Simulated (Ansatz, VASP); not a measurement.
TaN in VASP and in Ansatz

INCAR

```
ALGO = Normal ; EDIFF = 1E-6
ENCUT = 700 ; GGA_COMPAT = F
ISIF = 2 ; ISMEAR = 0
LASPH = T ; LCHARG = F
LREAL = F ; LWAVE = F
NBANDS = 16 ; NELM = 120
PREC = Accurate ; SIGMA = 0.15
```

The input KPOINTS:

```
k-points
0
Gamma
  18 18 16
```

Contents of POSCAR:

```
TaN
1.0
    2.9379988584      0.0000000000      0.0000000000
   -1.4689994292      2.5443816477      0.0000000000
    0.0000000000      0.0000000000      2.8830000000
Ta N
1 1
Direct
    0.3333333333      0.6666666667      0.5000000000
    0.0000000000      0.0000000000      0.0650364204
```

Input for Ansatz:

```yaml
crystal:
  lattice:
    - [2.9379988584, 0.0, 0.0]
    - [-1.4689994292, 2.5443816477, 0.0]
    - [0.0, 0.0, 2.883]
  atoms:
    - { symbol: Ta, position: [0.3333333333, 0.6666666667, 0.5] }
    - { symbol: "N", position: [0.0, 0.0, 0.0650364204] }
basis:
  ecutwfc: 420
kpoints:
  mp_grid: { grid: [18, 18, 16] }
hamiltonian:
  xc: lda
scf:
  occupations: { method: gaussian, width: 0.15 }
output:
  forces: true
  stress: true
  eigenvalues: true
```

Change from the starting cell: all N atoms moved +0.188 Å, as atom 2 along Cartesian [0 0 1].

Alike in both runs: task single point; functional LDA; k mesh 18 × 18 × 16; occupations gaussian, width 0.15 eV; no spin polarisation.

|  | VASP | Ansatz |
| --- | --- | --- |
| version | VASP 6.6.1 | Ansatz 0.2.0 |
| potentials or method | VASP PAW LDA potentials, release 64 (Ta_sv_GW, N), cutoff 700 eV | scalar-relativistic, plane waves, PAW |
| valence electrons in the cell | 18 | 18 |

|  | VASP | Ansatz | Ansatz less VASP |
| --- | --- | --- | --- |
| gap on the k mesh at the Fermi level (eV) | none | none | - |
| pressure (GPa) | -3.2 | -4.2 | -1.07 |
| traceless stress, the component that is largest in VASP (GPa) | 0.29 | 0.27 | -0.020 |
| rms of the force components (eV/Å) | 1.567 | 1.545 | -0.0220 |

LDA's correlation is that of Perdew and Zunger in VASP and of Perdew and Wang (1992) in Ansatz. Atom by atom the forces differ by 0.022 eV/Å (rms over components). A gap of «none» marks a metal or a gap that the smearing closes.

Spin-orbit coupling is off throughout.
